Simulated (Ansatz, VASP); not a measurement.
**Two plane-wave programs on GaP**

```
CELL_PARAMETERS angstrom
2.68824 2.68824 0.00000
-2.68824 2.68824 0.00000
0.00000 2.68824 2.68824
ATOMIC_POSITIONS crystal
Ga 0.00000 0.00000 0.00000
P 0.75000 0.25000 0.50000
```

Alike in both runs: task single point; functional r2SCAN; k mesh 8 × 8 × 8; no spin polarisation.

|  | VASP | Ansatz |
| --- | --- | --- |
| version | VASP 6.6.1 | Ansatz 0.2.0 |
| potentials or method | VASP PAW PBE potentials, release 64 (Ga_d, P) | PAW with Ansatz's default frozen-core files, scalar-relativistic |
| plane-wave cutoff (eV) | 520 | 500 |
| occupations | gaussian, width 0.01 eV | fixed |
| valence electrons in the cell | 18 | 18 |

```csv
,VASP,Ansatz,Ansatz less VASP
gap on the k mesh at the Fermi level (eV),1.83,1.82,-0.004
pressure (GPa),4.0,4.0,+0.04
```

VASP's potentials were made for PBE, not for r2SCAN.
